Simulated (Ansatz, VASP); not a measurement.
# One calculation of Si2W, two programs

```
Si W
1.0
     4.39650    0.00000    0.00000
    -2.19825    3.80748    0.00000
     0.00000    0.00000    7.13789
Si W
6 3
Direct
  0.83640 0.67281 0.50000
  0.16360 0.83640 0.83333
  0.67281 0.83640 0.16667
  0.16360 0.32719 0.50000
  0.83640 0.16360 0.83333
  0.32719 0.16360 0.16667
  0.00000 0.50000 0.16667
  0.50000 0.50000 0.83333
  0.50000 0.00000 0.50000
```

Change from the starting cell: strain -0.040 along x and y, +0.080 along z, atoms carried along.

Alike in both runs: task single point; functional r2SCAN; k mesh 12 × 12 × 6; occupations gaussian, width 0.03 eV; no spin polarisation.

|  | VASP | Ansatz |
| --- | --- | --- |
| version | VASP 6.6.1 | Ansatz 0.2.0 |
| potentials or method | VASP PAW PBE potentials, release 64 (Si, W_sv), cutoff 520 eV | scalar-relativistic, plane waves, PAW |
| valence electrons in the cell | 66 | 66 |

|  | VASP | Ansatz | Ansatz less VASP |
| --- | --- | --- | --- |
| gap on the k mesh at the Fermi level (eV) | 0.65 | 0.65 | +0.001 |
| least direct gap on the mesh (eV) | 0.76 | 0.76 | 0.000 |
| pressure (GPa) | 5.0 | 4.7 | -0.26 |
| traceless stress, the component that is largest in VASP (GPa) | -21.03 | -21.21 | -0.181 |
| rms of the force components (eV/Å) | 0.084 | 0.087 | +0.0029 |

VASP's potentials were made for PBE, not for r2SCAN. Atom by atom the forces differ by 0.003 eV/Å (rms over components).

Neither program's run includes spin-orbit coupling.
